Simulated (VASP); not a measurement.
# MnO2 (P-3m1) in VASP: a series of runs

Aim: see how the results for MnO2 move with the level of theory and the settings. Levels: PBE+D4, PBE. Tasks: single point.

Program: VASP 6.6.1. These are calculated values, not measurements. Logs are shortened: lines on timing, memory, paths and dates and some standing lists are left out, and cuts for length are marked.

### 1 The cell of the first run

It takes space group P-3m1 (No. 164, trigonal). The conventional cell has a = 2.877 Å, b = 2.877 Å, c = 5.446 Å, α = 90.00°, β = 90.00°, γ = 120.00°. Within 2.5 Å of Mn (site symmetry -3m) lie 6 O at 1.92 Å. O (site symmetry 3m) has 3 Mn at 1.92 Å and 3 O at 2.53 Å within 2.6 Å.

### 2 Single point, PBE+D4, collinear spin, ferromagnetic start

INCAR

```
SYSTEM = MnO2
PREC = Accurate
ENCUT = 600
EDIFF = 1E-6
ISMEAR = 0
SIGMA = 0.05
LREAL = .False.
LASPH = .True.
NELM = 200
ALGO = Normal
ISIF = 2
LWAVE = .False.
LCHARG = .False.
ISPIN = 2
MAGMOM = 3 0 0
LORBIT = 11
LMAXMIX = 4
GGA = PE
IVDW = 13
NBANDS = 24
GGA_COMPAT = .False.
```

KPOINTS

```
Automatic mesh
0
Gamma
  14 14 6
  0 0 0
```

POSCAR

```
MnO2
1.0
    2.8768068094      0.0000000000      0.0000000000
   -1.4384034047      2.4913877787      0.0000000000
    0.0000000000      0.0000000000      5.4464523635
Mn O
1 2
Direct
    0.0000000000      0.0000000000      0.0000000000
    0.3333333333      0.6666666667      0.1753671606
    0.6666666667      0.3333333333      0.8246328394
```

Potentials or basis: VASP PAW PBE potentials, release 64 (Mn_sv, O).

The run is started by

```console
$ cat potpaw_PBE.64/Mn_sv/POTCAR potpaw_PBE.64/O/POTCAR > POTCAR
$ mpirun -np 1 vasp_std > vasp.out
```

OUTCAR:

```text
SYSTEM = MnO2
   PREC = Accurate
   ENCUT = 600
   EDIFF = 1E-6
   ISMEAR = 0
   LREAL = .False.
   LASPH = .True.
   NELM = 200
   ISIF = 2
   ISPIN = 2
   LORBIT = 11
   GGA = PE
   IVDW = 13

 ion  position               nearest neighbor table
   1  0.000  0.000  0.000-   2 1.92   3 1.92   2 1.92   3 1.92   3 1.92   2 1.92
   2  0.333  0.667  0.175-   1 1.92   1 1.92   1 1.92
   3  0.667  0.333  0.825-   1 1.92   1 1.92   1 1.92

  LATTYP: Found a hexagonal cell.
 ALAT       =     2.8768068094
 C/A-ratio  =     1.8932284037

  Lattice vectors:

 A1 = (   2.8768068094,   0.0000000000,   0.0000000000)
 A2 = (  -1.4384034047,   2.4913877787,   0.0000000000)
 A3 = (   0.0000000000,   0.0000000000,   5.4464523635)

Analysis of symmetry for initial positions (statically):
=====================================================================
 Subroutine PRICEL returns:
 Original cell was already a primitive cell.

 Routine SETGRP: Setting up the symmetry group for a
 hexagonal supercell.

 Subroutine GETGRP returns: Found 12 space group operations
 (whereof 12 operations were pure point group operations)
 out of a pool of 24 trial point group operations.

The static configuration has the point symmetry D_3d.

Analysis of symmetry for dynamics (positions and initial velocities):
=====================================================================
 Subroutine PRICEL returns:
 Original cell was already a primitive cell.

 Routine SETGRP: Setting up the symmetry group for a
 hexagonal supercell.

 Subroutine GETGRP returns: Found 12 space group operations
 (whereof 12 operations were pure point group operations)
 out of a pool of 24 trial point group operations.

The dynamic configuration has the point symmetry D_3d.

Analysis of structural, dynamic, and magnetic symmetry:
=====================================================================
 Subroutine PRICEL returns:
 Original cell was already a primitive cell.

 Routine SETGRP: Setting up the symmetry group for a
 hexagonal supercell.

 Subroutine GETGRP returns: Found 12 space group operations
 (whereof 12 operations were pure point group operations)
 out of a pool of 24 trial point group operations.

The overall configuration has the point symmetry D_3d.

 Subroutine INISYM returns: Found 12 space group operations
 (whereof 12 operations are pure point group operations),
 and found     1 'primitive' translations

----------------------------------------------------------------------------------------

                                     Primitive cell

  volume of cell :      39.0360

  direct lattice vectors                    reciprocal lattice vectors
     2.876806809  0.000000000  0.000000000     0.347607631  0.200691359  0.000000000
    -1.438403405  2.491387779  0.000000000     0.000000000  0.401382719  0.000000000
     0.000000000  0.000000000  5.446452363     0.000000000  0.000000000  0.183605755

  length of vectors
     2.876806809  2.876806809  5.446452363     0.401382719  0.401382719  0.183605755

  position of ions in fractional coordinates (direct lattice)
     0.000000000  0.000000000  0.000000000
     0.333333333  0.666666667  0.175367161
     0.666666667  0.333333333  0.824632839

  ion indices of the primitive-cell ions
   primitive index   ion index
                 1           1
                 2           2
                 3           3

----------------------------------------------------------------------------------------

 KPOINTS: Automatic mesh

Automatic generation of k-mesh.
 Grid dimensions read from file:
 generate k-points for:   14   14    6

 Generating k-lattice:

  Cartesian coordinates                     Fractional coordinates (reciprocal lattice)
     0.024829117  0.014335097  0.000000000     0.071428571  0.000000000  0.000000000
     0.000000000  0.028670194  0.000000000     0.000000000  0.071428571  0.000000000
     0.000000000  0.000000000  0.030600959     0.000000000  0.000000000  0.166666667

  Length of vectors
     0.028670194  0.028670194  0.030600959

  Shift w.r.t. Gamma in fractional coordinates (k-lattice)
     0.000000000  0.000000000  0.000000000

 Subroutine IBZKPT returns following result:
 ===========================================

 Found    128 irreducible k-points:

 Following reciprocal coordinates:
            Coordinates               Weight
  0.000000  0.000000  0.000000      1.000000
  0.071429 -0.000000  0.000000      6.000000
  0.142857 -0.000000  0.000000      6.000000
  0.214286 -0.000000  0.000000      6.000000
  0.285714 -0.000000  0.000000      6.000000
  0.357143 -0.000000  0.000000      6.000000
[... 16 lines left out ...]
  0.285714  0.285714  0.000000      6.000000
  0.357143  0.285714  0.000000      6.000000
 [... further k-points ...]
   k-points           NKPTS =    128   k-points in BZ     NKDIM =    128   number of bands    NBANDS=     24
   number of dos      NEDOS =    301   number of ions     NIONS =      3
   total plane-waves  NPLWV =  27648
   dimension x,y,z NGX =    24 NGY =   24 NGZ =   48
   dimension x,y,z NGXF=    48 NGYF=   48 NGZF=   96
   ions per type =               1   2
   NGX,Y,Z   is equivalent  to a cutoff of  13.87, 13.87, 14.65 a.u.
   NGXF,Y,Z  is equivalent  to a cutoff of  27.74, 27.74, 29.30 a.u.
 SYSTEM =  MnO2
   PREC   = accura    normal or accurate (medium, high low for compatibility)
   ISTART =      0    job   : 0-new  1-cont  2-samecut
   ICHARG =      2    charge: 1-file 2-atom 10-const
   ISPIN  =      2    spin polarized calculation?
   LNONCOLLINEAR =      F non collinear calculations
   LSORBIT =      F    spin-orbit coupling
   LASPH  =      T    aspherical Exc in radial PAW
   ENCUT  =  600.0 eV  44.10 Ry    6.64 a.u.   5.75  5.75 10.88*2*pi/ulx,y,z
   NELM   =    200;   NELMIN=  2; NELMDL= -5     # of ELM steps
   EDIFF  = 0.1E-05   stopping-criterion for ELM
   LREAL  =      F    real-space projection
   EDIFFG = 0.1E-04   stopping-criterion for IOM
   NSW    =      0    number of steps for IOM
   IBRION =     -1    ionic relax: 0-MD 1-quasi-New 2-CG
   NFREE  =      0    steps in history (QN), initial steepest desc. (CG)
   ISIF   =      2    stress and relaxation
   ISYM   =      2    0-nonsym 1-usesym 2-fastsym
   POTIM  = 0.5000    time-step for ionic-motion
   TEBEG  =    0.0;   TEEND  =   0.0 temperature during run
   PSTRESS=    0.0 pullay stress
   NELECT =      27.0000    total number of electrons
   NUPDOWN=      -1.0000    fix difference up-down
   EMIN   =  10.00;   EMAX   =-10.00  energy-range for DOS
   EFERMI =   0.00;   METHOD = LEGACY
   ISMEAR =     0;   SIGMA  =   0.05  broadening in eV -4-tet -1-fermi 0-gaus
   EFERMI_NEDOS =   21; number of points for ismear=-14 and -15
   IALGO  =     38    algorithm
   IMIX   =      4    mixing-type and parameters
     AMIX     =   0.40;   BMIX     =  1.00
     AMIX_MAG =   1.60;   BMIX_MAG =  1.00
  volume/ion in A,a.u.               =      13.01        87.81
  Fermi-wavevector in a.u.,A,eV,Ry     =   1.447796  2.735939 28.519370  2.096115
  Thomas-Fermi vector in A             =   2.565710
   LORBIT       =     11    0 simple, 1 ext, 2 COOP (PROOUT), +10 PAW based schemes
   GGA     = PE    functional components
   LHFCALC =     F    Hartree Fock is set to
   AEXX    =    0.0000 exact exchange contribution
   IVDW    =    13    specifies the selected vdW correction
   LEPSILON=     F    determine dielectric tensor
   LRPA    =     F    only Hartree local field effects (RPA)
 spin polarized calculation
 Gauss-broadening in eV      SIGMA  =   0.05
  energy-cutoff  :      600.00
  volume of cell :       39.04
 maximum number of plane-waves:      1320
 NGX is ok and might be reduce to    24
   NGX = 11   NGY = 11   NGZ = 21

 number of electron      27.0000000 magnetization       2.9999460

 Free energy of the ion-electron system (eV)
  ---------------------------------------------------
  ext. energy  EPLUGINS =         0.00000000
  ---------------------------------------------------
  free energy    TOTEN  =       -24.04398516 eV

  energy without entropy =      -24.04398516  energy(sigma->0) =      -24.04398516

 E-fermi :   2.6741     XC(G=0):  -9.5606

 val. band max:        2.2808333696   @ k =   0.0714   0.0714   0.5000
 cond. band min:       3.2955317712   @ k =   0.0000   0.0000   0.3333
 fundamental gap:      1.0146984016
 Fermi energy:         2.6741020485

 spin component 1

 k-point     1 :       0.0000    0.0000    0.0000
  band No.  band energies     occupation
      1     -79.2080      1.00000
      2     -47.8502      1.00000
      3     -47.8431      1.00000
      4     -47.8431      1.00000
      5     -17.0159      1.00000
      6     -14.9037      1.00000
[... 16 lines left out ...]
     23      21.8174      0.00000
     24      24.5930      0.00000
[... 598 lines left out ...]
      2     -47.9562      1.00000
      3     -47.9332      1.00000
      4     -47.8226      1.00000
      5     -15.3264      1.00000
      6     -15.3228      1.00000
[... 16 lines left out ...]
     23      18.5390      0.00000
     24      19.1001      0.00000

 [... further k-points ...]

 spin component 2

 k-point     1 :       0.0000    0.0000    0.0000
  band No.  band energies     occupation
      1     -75.9938      1.00000
      2     -44.7583      1.00000
      3     -44.7583      1.00000
      4     -44.5864      1.00000
      5     -16.8726      1.00000
      6     -14.8088      1.00000
[... 16 lines left out ...]
     23      22.6129      0.00000
     24      25.3756      0.00000
[... 598 lines left out ...]
      2     -44.8924      1.00000
      3     -44.8649      1.00000
      4     -44.5511      1.00000
      5     -15.2111      1.00000
      6     -15.2099      1.00000
[... 16 lines left out ...]
     23      18.9708      0.00000
     24      19.6439      0.00000

 [... further k-points ...]

------------------------ aborting loop because EDIFF is reached ----------------------------------------

  DFT-D4 for vdW energy calculation

  Edisp (eV):   -0.44855

  FORCE on cell =-STRESS in cart. coord.  units (eV):
  Direction    XX          YY          ZZ          XY          YZ          ZX
  --------------------------------------------------------------------------------------
  -------------------------------------------------------------------------------------
  Total      -0.69644    -0.69644    -0.70364     0.00000    -0.00000     0.00000
  in kB     -28.58447   -28.58447   -28.87969     0.00000    -0.00000     0.00000
  external pressure =      -28.68 kB  Pullay stress =        0.00 kB

 VOLUME and BASIS-vectors are now :
 -----------------------------------------------------------------------------
  energy-cutoff  :      600.00
  volume of cell :       39.04
      direct lattice vectors                 reciprocal lattice vectors
     2.876806809  0.000000000  0.000000000     0.347607631  0.200691359  0.000000000
    -1.438403405  2.491387779  0.000000000     0.000000000  0.401382719  0.000000000
     0.000000000  0.000000000  5.446452363     0.000000000  0.000000000  0.183605755

 POSITION                                       TOTAL-FORCE (eV/Angst)
 -----------------------------------------------------------------------------------
      0.00000      0.00000      0.00000         0.000000      0.000000     -0.000000
     -0.00000      1.66093      0.95513         0.000000      0.000000     -0.040304
      1.43840      0.83046      4.49132        -0.000000     -0.000000      0.040304
 -----------------------------------------------------------------------------------
    total drift:                                0.000000      0.000000     -0.000000

  FREE ENERGIE OF THE ION-ELECTRON SYSTEM (eV)
  ---------------------------------------------------
  free  energy   TOTEN  =       -24.4925339696 eV

  energy  without entropy=      -24.4925339696  energy(sigma->0) =      -24.49253397

 total charge

# of ion       s       p       d       tot
------------------------------------------
    1        2.199   6.105   4.442  12.746
    2        1.578   3.410   0.000   4.988
    3        1.578   3.410   0.000   4.988
--------------------------------------------------
tot          5.354  12.926   4.442  22.722

 magnetization (x)

# of ion       s       p       d       tot
------------------------------------------
    1        0.024   0.017   2.698   2.739
    2        0.004   0.031   0.000   0.035
    3        0.004   0.031   0.000   0.035
--------------------------------------------------
tot          0.031   0.080   2.698   2.809
```

Run time: 2.5 min. Hardware: 1 thread of Intel Xeon 6975P-C (Granite Rapids), shared host; peak memory 0.33 GiB.

Results:

| Quantity | Value |
| --- | --- |
| Free energy | -24.4925 eV |
| Pressure | -2.9 GPa |
| Largest force | 0.040 eV/Å |
| Band gap on the k mesh | 1.01 eV (least direct gap 1.07 eV) |
| Net moment | 3.00 μB per cell |
| Site moments | Mn +2.74; O +0.04 μB |
| Valence electrons inside the program's atomic spheres | Mn 12.75; O 4.99 |
| Dispersion energy per atom | -0.150 eV |

Forces in eV/Å, atoms in the order of the input:
```
Mn   0.000  0.000  0.000
O    0.000  0.000 -0.040
O    0.000  0.000  0.040
```

Levels at points of the mesh, in eV from the valence-band top:
Spin up:
```
           k point  band 11  band 12  band 13  band 14  band 15  band 16  band 17  band 18  band 19  band 20
(0.00, 0.00, 0.00)    -2.25    -1.41    -1.26    -1.26    -0.18     2.98     2.98     6.67    10.21    12.16
(0.50, 0.00, 0.00)    -2.72    -1.99    -1.73    -1.65    -0.91     2.23     2.84    11.53    12.40    13.84
(0.00, 0.00, 0.50)    -2.25    -1.87    -1.26    -1.26    -0.05     2.99     2.99     8.25     8.72    11.69
(0.50, 0.00, 0.50)    -2.71    -1.84    -1.73    -1.66    -0.94     2.23     2.82    11.07    12.48    13.28
```
Spin down:
```csv
k point,band 9,band 10,band 11,band 12,band 13,band 14,band 15,band 16
"(0.00, 0.00, 0.00)",-4.79,-1.27,-1.21,-1.21,1.02,1.02,2.59,4.27
"(0.50, 0.00, 0.00)",-4.02,-2.87,-2.61,-1.82,1.30,1.76,2.05,3.72
"(0.00, 0.00, 0.50)",-4.63,-1.74,-1.22,-1.22,1.01,1.01,2.66,4.28
"(0.50, 0.00, 0.50)",-4.03,-2.85,-2.60,-1.66,1.29,1.76,2.05,3.71
```

Caveat: a cell with one magnetic atom can't hold antiferromagnetic order, which such compounds often take.

### 3 Single point, PBE, collinear spin, ferromagnetic start

INCAR

```
PREC = Accurate
ENCUT = 600
EDIFF = 1E-6
ISMEAR = 0
SIGMA = 0.05
LREAL = False
LASPH = True
NELM = 200
ALGO = Normal
ISIF = 2
LWAVE = False
LCHARG = False
ISPIN = 2
MAGMOM = 2.77 0 0
LORBIT = 11
LMAXMIX = 4
GGA = PE
NBANDS = 24
GGA_COMPAT = False
```

KPOINTS

```
Automatic mesh
0
Gamma
  14 14 6
```

POSCAR is that of step 2.

Potentials or basis: VASP PAW PBE potentials, release 64 (Mn_sv, O).

The run is started by

```console
$ cat potpaw_PBE.64/Mn_sv/POTCAR potpaw_PBE.64/O/POTCAR > POTCAR
$ mpirun -np 1 vasp_std > vasp.out
```

OUTCAR:

```text
PREC = Accurate
   ENCUT = 600
   EDIFF = 1E-6
   ISMEAR = 0
   LREAL = False
   LASPH = True
   NELM = 200
   ISIF = 2
   ISPIN = 2
   LORBIT = 11
   GGA = PE

 ion  position               nearest neighbor table
   1  0.000  0.000  0.000-   2 1.92   3 1.92   2 1.92   3 1.92   3 1.92   2 1.92
   2  0.333  0.667  0.175-   1 1.92   1 1.92   1 1.92
   3  0.667  0.333  0.825-   1 1.92   1 1.92   1 1.92

  LATTYP: Found a hexagonal cell.
 ALAT       =     2.8768068094
 C/A-ratio  =     1.8932284037

  Lattice vectors:

[... 1517 lines left out ...]
 -----------------------------------------------------------------------------
  energy-cutoff  :      600.00
  volume of cell :       39.04
      direct lattice vectors                 reciprocal lattice vectors
     2.876806809  0.000000000  0.000000000     0.347607631  0.200691359  0.000000000
    -1.438403405  2.491387779  0.000000000     0.000000000  0.401382719  0.000000000
     0.000000000  0.000000000  5.446452363     0.000000000  0.000000000  0.183605755

 POSITION                                       TOTAL-FORCE (eV/Angst)
 -----------------------------------------------------------------------------------
      0.00000      0.00000      0.00000         0.000000      0.000000      0.000000
     -0.00000      1.66093      0.95513         0.000000      0.000000     -0.013985
      1.43840      0.83046      4.49132        -0.000000      0.000000      0.013985
 -----------------------------------------------------------------------------------
    total drift:                                0.000000      0.000000     -0.000000

  FREE ENERGIE OF THE ION-ELECTRON SYSTEM (eV)
  ---------------------------------------------------
  free  energy   TOTEN  =       -24.0439851433 eV

  energy  without entropy=      -24.0439851433  energy(sigma->0) =      -24.04398514

 total charge

# of ion       s       p       d       tot
------------------------------------------
    1        2.199   6.105   4.442  12.746
    2        1.578   3.410   0.000   4.988
    3        1.578   3.410   0.000   4.988
--------------------------------------------------
tot          5.354  12.926   4.442  22.722

 magnetization (x)

# of ion       s       p       d       tot
------------------------------------------
    1        0.024   0.017   2.698   2.739
    2        0.004   0.031   0.000   0.035
    3        0.004   0.031   0.000   0.035
--------------------------------------------------
tot          0.031   0.080   2.698   2.809
```

OSZICAR:

```text
N       E                     dE             d eps       ncg     rms          rms(c)
DAV:   1     0.347221856495E+03    0.34722E+03   -0.15523E+04 13576   0.144E+03
DAV:   2    -0.566123155564E+01   -0.35288E+03   -0.33361E+03 12456   0.463E+02
DAV:   3    -0.297067618323E+02   -0.24046E+02   -0.23582E+02 16328   0.136E+02
DAV:   4    -0.315612163853E+02   -0.18545E+01   -0.18405E+01 20160   0.346E+01
DAV:   5    -0.315739930013E+02   -0.12777E-01   -0.12770E-01 15728   0.273E+00    0.272E+01
DAV:   6    -0.312950833867E+02    0.27891E+00   -0.87093E+01 17128   0.115E+02    0.619E+01
DAV:   7    -0.240790193936E+02    0.72161E+01   -0.76609E+01 16648   0.960E+01    0.937E+00
DAV:   8    -0.240134532970E+02    0.65566E-01   -0.24728E+00 17568   0.204E+01    0.729E+00
DAV:   9    -0.241127618166E+02   -0.99309E-01   -0.24273E-01 19760   0.564E+00    0.514E+00
DAV:  10    -0.240618673401E+02    0.50894E-01   -0.92904E-02 16704   0.484E+00    0.280E+00
DAV:  11    -0.240470274218E+02    0.14840E-01   -0.39657E-02 17688   0.322E+00    0.127E+00
DAV:  12    -0.240456205036E+02    0.14069E-02   -0.42529E-03 19720   0.812E-01    0.721E-01
DAV:  13    -0.240443661811E+02    0.12543E-02   -0.24261E-03 17752   0.745E-01    0.379E-01
DAV:  14    -0.240441125522E+02    0.25363E-03   -0.67011E-04 19184   0.316E-01    0.204E-01
DAV:  15    -0.240439819591E+02    0.13059E-03   -0.47539E-04 19864   0.283E-01    0.502E-02
DAV:  16    -0.240439866495E+02   -0.46905E-05   -0.37105E-05 16496   0.515E-02    0.252E-02
DAV:  17    -0.240439846985E+02    0.19510E-05   -0.39951E-06 13144   0.303E-02    0.974E-03
DAV:  18    -0.240439851433E+02   -0.44476E-06   -0.28665E-06 11480   0.204E-02
   1 F= -.24043985E+02 E0= -.24043985E+02  d E =-.109206E-30  mag=     2.9999
```

It took 2.7 min on 1 thread of AMD EPYC 9R45 (Zen 5), shared host; peak memory 0.31 GiB.

What came out:

- Free energy: -24.0440 eV
- Pressure: -1.1 GPa
- Largest force: 0.014 eV/Å
- Band gap on the k mesh: 1.01 eV (least direct gap 1.07 eV)
- Net moment: 3.00 μB per cell
- Site moments: Mn +2.74; O +0.04 μB
- Valence electrons inside the program's atomic spheres: Mn 12.75; O 4.99

Forces in eV/Å, atoms in the order of the input:
```
Mn   0.000  0.000  0.000
O    0.000  0.000 -0.014
O    0.000  0.000  0.014
```

Stress tensor (GPa, compression positive):
```
-1.03  0.00  0.00
 0.00 -1.03  0.00
 0.00  0.00 -1.19
```

Caveat: a cell with one magnetic atom can't hold antiferromagnetic order, which such compounds often take.
